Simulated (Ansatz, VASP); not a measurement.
Fe: VASP beside Ansatz

The input INCAR:

```
SYSTEM = Fe
PREC = Accurate
ENCUT = 600
EDIFF = 1E-6
ISMEAR = -1
SIGMA = 0.06122561905347299
LREAL = .FALSE.
LASPH = .TRUE.
NELM = 120
ALGO = Normal
ISIF = 2
LWAVE = .FALSE.
LCHARG = .FALSE.
GGA = PE
NBANDS = 10
GGA_COMPAT = .FALSE.
```

KPOINTS

```
regular mesh
0
G
  12 12 12
  0 0 0
```

Contents of POSCAR:

```
Fe
1.0
   -1.3866036848      1.3866036848      1.3866036848
    1.3866036848     -1.3866036848      1.3866036848
    1.3866036848      1.3866036848     -1.3866036848
Fe
1
Direct
    0.0000000000      0.0000000000      0.0000000000
```

Input for Ansatz:

```yaml
crystal:
  atoms:
  - position: [0.0, 0.0, 0.0]
    symbol: Fe
  lattice:
  - [-1.3866036848346184, 1.3866036848346184, 1.3866036848346184]
  - [1.3866036848346184, -1.3866036848346184, 1.3866036848346184]
  - [1.3866036848346184, 1.3866036848346184, -1.3866036848346184]
hamiltonian:
  dispersion: none
  pseudopotentials:
    kind: all_electron
    lapw: {}
    relativity: scalar
  xc: pbe
kpoints:
  mp_grid:
    grid: [12, 12, 12]
    shift: [0, 0, 0]
magnetization: {spin_polarized: false}
output: {forces: true, stress: true}
scf:
  occupations: {method: fermi_dirac, width: 0.06122561905347299}
```

Alike in both runs: task single point; functional PBE; k mesh 12 × 12 × 12; occupations fermi-dirac, width 0.0612256 eV; no spin polarisation.

|  | VASP | Ansatz |
| --- | --- | --- |
| version | VASP 6.6.1 | Ansatz 0.2 development build |
| potentials or method | VASP PAW PBE potentials, release 64 (Fe), cutoff 600 eV | all-electron full-potential LAPW, scalar-relativistic |

Ansatz gave:

* pressure (GPa): -4.0

**Question.** Which values does VASP return?

**Answer.** Pressure (GPa): -4.4.

Ansatz ran all-electron here, and VASP with PAW potentials.
